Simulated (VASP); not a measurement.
# SiC (P6_3mc) in VASP: notebook

The runs below take SiC through single point, with PBE0, HF.

Everything below comes from runs of VASP 6.6.1. Logs are shortened: lines on timing, memory, paths and dates and some standing lists are left out, and cuts for length are marked.

## Step 1: The cell of the first run

It takes space group P6_3mc (No. 186, hexagonal). Conventional cell: a = 3.076 Å, b = 3.076 Å, c = 5.048 Å, α = 90.00°, β = 90.00°, γ = 120.00°. Within 2.5 Å of Si (site symmetry 3m) lie 4 C at 1.87 to 1.94 Å. C (site symmetry 3m) has 4 Si at 1.87 to 1.94 Å within 2.5 Å.

## Step 2: Single point, PBE0

POSCAR

```
SiC
1.0
    3.0760000000      0.0000000000      0.0000000000
   -1.5380000000      2.6638941420      0.0000000000
    0.0000000000      0.0000000000      5.0480000000
Si C
2 2
Direct
    0.6666666667      0.3333333333      0.5000000000
    0.3333333333      0.6666666667      0.0000000000
    0.6666666667      0.3333333333      0.8850000000
    0.3333333333      0.6666666667      0.3850000000
```

INCAR.step1

```
SYSTEM = SiC
PREC = Accurate
ENCUT = 520
EDIFF = 1E-5
ISMEAR = -1
SIGMA = 0.05
LREAL = .FALSE.
LASPH = .TRUE.
NELM = 80
ALGO = Normal
ISIF = 2
LWAVE = .TRUE.
LCHARG = .FALSE.
NBANDS = 16
GGA = PE
```

INCAR.step2

```
SYSTEM = SiC
PREC = Accurate
ENCUT = 520
EDIFF = 1E-6
ISMEAR = -1
SIGMA = 0.05
LREAL = .FALSE.
LASPH = .TRUE.
NELM = 80
ALGO = Normal
ISIF = 2
LWAVE = .FALSE.
LCHARG = .FALSE.
GGA = PE
LHFCALC = .TRUE.
AEXX = 0.25
PRECFOCK = Normal
NBANDS = 16
ISTART = 1
```

KPOINTS

```
Automatic mesh
0
G
  5 5 3
  0 0 0
```

Potentials or basis: VASP PAW PBE potentials, release 64 (Si, C).

Launch:

```sh
> cat potpaw_PBE.64/Si/POTCAR potpaw_PBE.64/C/POTCAR > POTCAR
> cp INCAR.step1 INCAR
> mpirun -np 1 vasp_std > vasp.out
> cp INCAR.step2 INCAR
> mpirun -np 1 vasp_std > vasp.out
```

OUTCAR:

```text
SYSTEM = SiC
   PREC = Accurate
   ENCUT = 520
   EDIFF = 1E-6
   ISMEAR = -1
   LREAL = .FALSE.
   LASPH = .TRUE.
   NELM = 80
   ISIF = 2
   GGA = PE
   LHFCALC = .TRUE.
   AEXX = 0.25
   PRECFOCK = Normal
   ISTART = 1

 ion  position               nearest neighbor table
   1  0.667  0.333  0.500-   4 1.87   4 1.87   4 1.87   3 1.94   2 3.09   2 3.09   2 3.09   2 3.09
                             2 3.09   2 3.09
   2  0.333  0.667  0.000-   3 1.87   3 1.87   3 1.87   4 1.94   1 3.09   1 3.09   1 3.09   1 3.09
                             1 3.09   1 3.09
   3  0.667  0.333  0.885-   2 1.87   2 1.87   2 1.87   1 1.94
   4  0.333  0.667  0.385-   1 1.87   1 1.87   1 1.87   2 1.94

  LATTYP: Found a hexagonal cell.
 ALAT       =     3.0760000000
 C/A-ratio  =     1.6410923277

  Lattice vectors:

 A1 = (   3.0760000000,   0.0000000000,   0.0000000000)
 A2 = (  -1.5380000000,   2.6638941420,   0.0000000000)
 A3 = (   0.0000000000,   0.0000000000,   5.0480000000)

Analysis of symmetry for initial positions (statically):
=====================================================================
 Subroutine PRICEL returns:
 Original cell was already a primitive cell.

 Routine SETGRP: Setting up the symmetry group for a
 hexagonal supercell.

 Subroutine GETGRP returns: Found 12 space group operations
 (whereof  6 operations were pure point group operations)
 out of a pool of 24 trial point group operations.

The static configuration has the point symmetry C_3v.
 The point group associated with its full space group is C_6v.

Analysis of symmetry for dynamics (positions and initial velocities):
=====================================================================
 Subroutine PRICEL returns:
 Original cell was already a primitive cell.

 Routine SETGRP: Setting up the symmetry group for a
 hexagonal supercell.

 Subroutine GETGRP returns: Found 12 space group operations
 (whereof  6 operations were pure point group operations)
 out of a pool of 24 trial point group operations.

The dynamic configuration has the point symmetry C_3v.
 The point group associated with its full space group is C_6v.

 Subroutine INISYM returns: Found 12 space group operations
 (whereof  6 operations are pure point group operations),
 and found     1 'primitive' translations

----------------------------------------------------------------------------------------

                                     Primitive cell

  volume of cell :      41.3640

  direct lattice vectors                    reciprocal lattice vectors
     3.076000000  0.000000000  0.000000000     0.325097529  0.187695146  0.000000000
    -1.538000000  2.663894142  0.000000000     0.000000000  0.375390292  0.000000000
     0.000000000  0.000000000  5.048000000     0.000000000  0.000000000  0.198098257

  length of vectors
     3.076000000  3.076000000  5.048000000     0.375390292  0.375390292  0.198098257

  position of ions in fractional coordinates (direct lattice)
     0.666666667  0.333333333  0.500000000
     0.333333333  0.666666667  0.000000000
     0.666666667  0.333333333  0.885000000
     0.333333333  0.666666667  0.385000000

  ion indices of the primitive-cell ions
   primitive index   ion index
                 1           1
                 2           2
                 3           3
                 4           4

----------------------------------------------------------------------------------------

 KPOINTS: Automatic mesh

Automatic generation of k-mesh.
 Grid dimensions read from file:
 generate k-points for:    5    5    3

 Generating k-lattice:

  Cartesian coordinates                     Fractional coordinates (reciprocal lattice)
     0.065019506  0.037539029  0.000000000     0.200000000  0.000000000  0.000000000
     0.000000000  0.075078058  0.000000000     0.000000000  0.200000000  0.000000000
     0.000000000  0.000000000  0.066032752     0.000000000  0.000000000  0.333333333

  Length of vectors
     0.075078058  0.075078058  0.066032752

  Shift w.r.t. Gamma in fractional coordinates (k-lattice)
     0.000000000  0.000000000  0.000000000

 Subroutine IBZKPT returns following result:
 ===========================================

 Found     10 irreducible k-points:

 Following reciprocal coordinates:
            Coordinates               Weight
  0.000000  0.000000  0.000000      1.000000
  0.200000 -0.000000  0.000000      6.000000
  0.400000 -0.000000  0.000000      6.000000
  0.200000  0.200000  0.000000      6.000000
  0.400000  0.200000  0.000000      6.000000
  0.000000  0.000000  0.333333      2.000000
  0.200000 -0.000000  0.333333     12.000000
  0.400000 -0.000000  0.333333     12.000000
  0.200000  0.200000  0.333333     12.000000
  0.400000  0.200000  0.333333     12.000000
   k-points           NKPTS =     10   k-points in BZ     NKDIM =     75   number of bands    NBANDS=     16
   number of dos      NEDOS =    301   number of ions     NIONS =      4
   total plane-waves  NPLWV =  23040
   dimension x,y,z NGX =    24 NGY =   24 NGZ =   40
   dimension x,y,z NGXF=    48 NGYF=   48 NGZF=   80
   ions per type =               2   2
   NGX,Y,Z   is equivalent  to a cutoff of  12.97, 12.97, 13.17 a.u.
   NGXF,Y,Z  is equivalent  to a cutoff of  25.94, 25.94, 26.35 a.u.
 SYSTEM =  SiC
   PREC   = accura    normal or accurate (medium, high low for compatibility)
   ISTART =      1    job   : 0-new  1-cont  2-samecut
   ICHARG =      0    charge: 1-file 2-atom 10-const
   ISPIN  =      1    spin polarized calculation?
   LNONCOLLINEAR =      F non collinear calculations
   LSORBIT =      F    spin-orbit coupling
   LASPH  =      T    aspherical Exc in radial PAW
   ENCUT  =  520.0 eV  38.22 Ry    6.18 a.u.   5.72  5.72  9.39*2*pi/ulx,y,z
   NELM   =     80;   NELMIN=  2; NELMDL=  0     # of ELM steps
   EDIFF  = 0.1E-05   stopping-criterion for ELM
   LREAL  =      F    real-space projection
   EDIFFG = 0.1E-04   stopping-criterion for IOM
   NSW    =      0    number of steps for IOM
   IBRION =     -1    ionic relax: 0-MD 1-quasi-New 2-CG
   NFREE  =      0    steps in history (QN), initial steepest desc. (CG)
   ISIF   =      2    stress and relaxation
   ISYM   =      3    0-nonsym 1-usesym 2-fastsym
   POTIM  = 0.5000    time-step for ionic-motion
   TEBEG  =    0.0;   TEEND  =   0.0 temperature during run
   PSTRESS=    0.0 pullay stress
   NELECT =      16.0000    total number of electrons
   NUPDOWN=      -1.0000    fix difference up-down
   EMIN   =  10.00;   EMAX   =-10.00  energy-range for DOS
   EFERMI =   0.00;   METHOD = LEGACY
   ISMEAR =    -1;   SIGMA  =   0.05  broadening in eV -4-tet -1-fermi 0-gaus
   EFERMI_NEDOS =   21; number of points for ismear=-14 and -15
   IALGO  =     38    algorithm
   IMIX   =      1    mixing-type and parameters
     AMIX     =   0.40;   BMIX     =  1.00
     AMIX_MAG =   1.60;   BMIX_MAG =  1.00
  volume/ion in A,a.u.               =      10.34        69.78
  Fermi-wavevector in a.u.,A,eV,Ry     =   1.192817  2.254098 19.358549  1.422813
  Thomas-Fermi vector in A             =   2.328847
   LORBIT       =      0    0 simple, 1 ext, 2 COOP (PROOUT), +10 PAW based schemes
   GGA     = PE    functional components
   LHFCALC =     T    Hartree Fock is set to
   PRECFOCK=normal    Normal, Fast or Accurate (Low or Medium for compatibility)
   ENCUT4O =  -1.0   cutoff for four orbital integrals eV
   NKREDX  =     1    reduce k-point grid by
   NKREDY  =     1    reduce k-point grid by
   NKREDZ  =     1    reduce k-point grid by
   AEXX    =    0.2500 exact exchange contribution
   HFSCREEN=    0.0000 screening length (either q_TF or 0.3 A-1)
   HFSCREENC=   0.0000 screening length for correlation (either q_TF or 0.3 A-1)
   ENCUTFOCK=  -1.0 apply spherical cutoff to Coloumb kernel
   IVDW    =     0    specifies the selected vdW correction
   LEPSILON=     F    determine dielectric tensor
   LRPA    =     F    only Hartree local field effects (RPA)
 non-spin polarized calculation
  energy-cutoff  :      520.00
  volume of cell :       41.36
 maximum number of plane-waves:      1118
 NGX is ok and might be reduce to    24
  NGX = 18; NGY = 18; NGZ = 30

 number of electron      16.0000000 magnetization

 Free energy of the ion-electron system (eV)
  ---------------------------------------------------
  ext. energy  EPLUGINS =         0.00000000
  ---------------------------------------------------
  free energy    TOTEN  =       -36.90295330 eV

  energy without entropy =      -36.90295330  energy(sigma->0) =      -36.90295330

 E-fermi :   8.5294     XC(G=0):  -8.9417

 val. band max:        7.4631267584   @ k =   0.0000   0.0000   0.0000
 cond. band min:      11.9834843535   @ k =   0.4000  -0.0000   0.0000
 fundamental gap:      4.5203575950
 Fermi energy:         8.5293574589

 k-point     1 :       0.0000    0.0000    0.0000
  band No.  band energies     occupation
      1      -9.9449      2.00000
      2      -6.1599      2.00000
      3      -2.1355      2.00000
      4       5.7044      2.00000
      5       5.7044      2.00000
      6       7.1318      2.00000
[... 8 lines left out ...]
     15      18.3054      0.00000
     16      21.2429      0.00000

 k-point     2 :       0.2000   -0.0000    0.0000
  band No.  band energies     occupation
      1      -9.1967      2.00000
      2      -5.5336      2.00000
      3      -1.4432      2.00000
      4       2.6453      2.00000
      5       4.7343      2.00000
      6       4.8254      2.00000
[... 8 lines left out ...]
     15      19.0780      0.00000
     16      19.6450      0.00000

 k-point     3 :       0.4000   -0.0000    0.0000
  band No.  band energies     occupation
      1      -7.1498      2.00000
      2      -4.4535      2.00000
      3      -1.3058      2.00000
      4       0.7716      2.00000
      5       1.2332      2.00000
      6       3.6700      2.00000
[... 8 lines left out ...]
     15      20.7136      0.00000
     16      21.7035      0.00000

 k-point     4 :       0.2000    0.2000    0.0000
  band No.  band energies     occupation
      1      -7.7719      2.00000
      2      -4.5532      2.00000
      3      -0.5616      2.00000
      4       0.9173      2.00000
      5       1.7443      2.00000
      6       3.2158      2.00000
[... 8 lines left out ...]
     15      20.5186      0.00000
     16      20.6027      0.00000

 k-point     5 :       0.4000    0.2000    0.0000
  band No.  band energies     occupation
      1      -5.8388      2.00000
      2      -4.6616      2.00000
      3      -0.8321      2.00000
      4       0.4772      2.00000
      5       1.0991      2.00000
      6       2.2182      2.00000
[... 8 lines left out ...]
     15      20.6613      0.00000
     16      21.7357      0.00000

 k-point     6 :       0.0000    0.0000    0.3333
  band No.  band energies     occupation
      1      -9.3621      2.00000
      2      -7.7213      2.00000
      3       0.4215      2.00000
      4       4.7220      2.00000
      5       6.0198      2.00000
      6       6.0198      2.00000
[... 8 lines left out ...]
     15      17.4092      0.00000
     16      19.9443      0.00000

 k-point     7 :       0.2000   -0.0000    0.3333
  band No.  band energies     occupation
      1      -8.6233      2.00000
      2      -7.0203      2.00000
      3       0.7981      2.00000
      4       3.2728      2.00000
      5       3.6259      2.00000
      6       5.1274      2.00000
[... 8 lines left out ...]
     15      19.1446      0.00000
     16      20.1473      0.00000

 k-point     8 :       0.4000   -0.0000    0.3333
  band No.  band energies     occupation
      1      -6.6323      2.00000
      2      -5.3098      2.00000
      3      -1.4537      2.00000
      4      -0.1821      2.00000
      5       3.1438      2.00000
      6       4.1074      2.00000
[... 8 lines left out ...]
     15      21.6842      0.00000
     16      21.9503      0.00000

 k-point     9 :       0.2000    0.2000    0.3333
  band No.  band energies     occupation
      1      -7.2283      2.00000
      2      -5.7585      2.00000
      3      -0.1037      2.00000
      4       1.2069      2.00000
      5       2.8571      2.00000
      6       2.9630      2.00000
[... 8 lines left out ...]
     15      19.0394      0.00000
     16      20.9332      0.00000

 k-point    10 :       0.4000    0.2000    0.3333
  band No.  band energies     occupation
      1      -5.4363      2.00000
      2      -4.7494      2.00000
      3      -1.6077      2.00000
      4      -0.8780      2.00000
      5       1.4879      2.00000
      6       2.8331      2.00000
[... 8 lines left out ...]
     15      21.7938      0.00000
     16      22.4848      0.00000

------------------------ aborting loop because EDIFF is reached ----------------------------------------

  FORCE on cell =-STRESS in cart. coord.  units (eV):
  Direction    XX          YY          ZZ          XY          YZ          ZX
  --------------------------------------------------------------------------------------
  -------------------------------------------------------------------------------------
  Total        0.0209797      0.0209797     -1.2533081      0.0000000     -0.0000000     -0.0000000
  in kB        0.8126206      0.8126206    -48.5451422      0.0000000     -0.0000000     -0.0000000
  external PRESSURE =     -15.6399670 kB  Pullay stress =       0.0000000 kB

 VOLUME and BASIS-vectors are now :
 -----------------------------------------------------------------------------
  energy-cutoff  :      520.00
  volume of cell :       41.36
      direct lattice vectors                 reciprocal lattice vectors
     3.076000000  0.000000000  0.000000000     0.325097529  0.187695146  0.000000000
    -1.538000000  2.663894142  0.000000000     0.000000000  0.375390292  0.000000000
     0.000000000  0.000000000  5.048000000     0.000000000  0.000000000  0.198098257

 POSITION                                       TOTAL-FORCE (eV/Angst)
 -----------------------------------------------------------------------------------
      1.53800      0.88796      2.52400        -0.000000     -0.000000      0.762021
     -0.00000      1.77593      0.00000         0.000000      0.000000      0.762021
      1.53800      0.88796      4.46748        -0.000000      0.000000     -0.762021
     -0.00000      1.77593      1.94348         0.000000     -0.000000     -0.762021
 -----------------------------------------------------------------------------------
    total drift:                                0.000000      0.000000     -0.000183

  FREE ENERGIE OF THE ION-ELECTRON SYSTEM (eV)
  ---------------------------------------------------
  free  energy   TOTEN  =       -36.9029532982 eV

  energy  without entropy=      -36.9029532982  energy(sigma->0) =      -36.90295330
```

Run time: 11 min. Hardware: 1 thread of Intel Xeon 8259CL, shared host; peak memory 0.16 GiB.

Results:

| Item | Value |
| --- | --- |
| Free energy | -36.9030 eV |
| Pressure | -1.6 GPa |
| Largest force | 0.762 eV/Å |
| Band gap on the k mesh | 4.52 eV (least direct gap 6.08 eV) |

Forces in eV/Å, atoms in the order of the input:
```
Si   0.000  0.000  0.762
Si   0.000  0.000  0.762
C    0.000  0.000 -0.762
C    0.000  0.000 -0.762
```

Levels at points of the mesh, in eV from the valence-band top:
```
           k point  band 6  band 7  band 8  band 9  band 10  band 11
(0.00, 0.00, 0.00)   -0.33   -0.33    0.00    6.53     8.03     8.46
```

Caveat: the k points lie up to 0.47 Å⁻¹ apart; the PAW data sets were made with another functional, which shifts forces and pressure a little. A k mesh can miss the band edges.

(Continued in part 2 of 2.)
